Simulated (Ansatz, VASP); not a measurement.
## Re in VASP and in Ansatz

INCAR

```
SYSTEM = Re
PREC = Accurate
ENCUT = 520
EDIFF = 1E-6
ISMEAR = 0
SIGMA = 0.1
LREAL = .FALSE.
LASPH = .TRUE.
NELM = 80
ALGO = Normal
ISIF = 2
LWAVE = .FALSE.
LCHARG = .FALSE.
GGA = PE
NBANDS = 14
```

Contents of KPOINTS:

```
regular mesh
0
G
  13 13 7
  0 0 0
```

The input POSCAR:

```
Re
1.0
    2.7768706464      0.0000000000      0.0000000000
   -1.3884353232      2.4048405228      0.0000000000
    0.0000000000      0.0000000000      4.4788142384
Re
2
Direct
    0.3333333333      0.6666666667      0.2500000000
    0.6666666667      0.3333333333      0.7500000000
```

Input for Ansatz:

```yaml
crystal:
  lattice:
    - [2.7768706464, 0.0, 0.0]
    - [-1.3884353232, 2.4048405228, 0.0]
    - [0.0, 0.0, 4.4788142384]
  atoms:
    - { symbol: Re, position: [0.3333333333, 0.6666666667, 0.25] }
    - { symbol: Re, position: [0.6666666667, 0.3333333333, 0.75] }
hamiltonian:
  xc: pbe
  pseudopotentials:
    kind: paw
    azcp:
      Re: "pseudopotentials/Re.paw.azcp"
basis:
  ecutwfc: 420
  fft_grid_basis: typed
kpoints:
  mp_grid: { grid: [13, 13, 7], shift: [0, 0, 0] }
magnetization:
  spin_polarized: false
scf:
  occupations: { method: gaussian, width: 0.1 }
  lower_state_search: "off"
output:
  stress: true
```

Alike in both runs: task single point; functional PBE; k mesh 13 × 13 × 7; occupations gaussian, width 0.1 eV; no spin polarisation.

|  | VASP | Ansatz |
| --- | --- | --- |
| version | VASP 6.6.1 | Ansatz 0.2.0 |
| potentials or method | VASP PAW PBE potentials, release 64 (Re), cutoff 520 eV | plane waves (420 eV) with PAW, scalar-relativistic |
| valence electrons in the cell | 14 | 30 |

|  | VASP | Ansatz | Ansatz less VASP |
| --- | --- | --- | --- |
| pressure (GPa) | -0.8 | -0.2 | +0.53 |
| traceless stress, the component that is largest in VASP (GPa) | -0.08 | 0.04 | +0.123 |

With one functional, cell and mesh, what is left measures potentials, basis and numerics. VASP's potentials hold 14 valence electrons a cell and Ansatz's 30, so a difference there can come from the potentials and not from the codes.

Neither program's run includes spin-orbit coupling.
